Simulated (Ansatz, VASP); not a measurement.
CaSe: VASP beside Ansatz

```
Ca Se
1.0
    -0.07390    2.95600    2.95600
     2.95600   -0.07390    2.95600
     2.88210    2.88210    0.00000
Ca Se
1 1
Direct
  0.00000 0.00000 0.00000
  0.50000 0.50000 0.50000
```

Change from the starting cell: strain -0.0500 x Voigt [0, 0, 0, 0, 0, 1], atoms carried along.

Alike in both runs: task single point; functional PBEsol; k mesh 8 × 8 × 8; occupations gaussian, width 0.05 eV; no spin polarisation.

```csv
,VASP,Ansatz
version,VASP 6.6.1,Ansatz 0.2.0
potentials or method,"VASP PAW PBE potentials, release 64 (Ca_sv, Se), cutoff 520 eV","scalar-relativistic, plane waves, PAW"
valence electrons in the cell,16,26
```

|  | VASP | Ansatz | Ansatz less VASP |
| --- | --- | --- | --- |
| gap on the k mesh at the Fermi level (eV) | 1.76 | 1.77 | +0.012 |
| least direct gap on the mesh (eV) | 2.65 | 2.66 | +0.011 |
| pressure (GPa) | -0.9 | -1.1 | -0.19 |
| traceless stress, the component that is largest in VASP (GPa) | 1.36 | 1.37 | +0.008 |

VASP's potentials were made for PBE, not for PBEsol. VASP's potentials hold 16 valence electrons a cell and Ansatz's 26, so a difference there can come from the potentials and not from the codes.
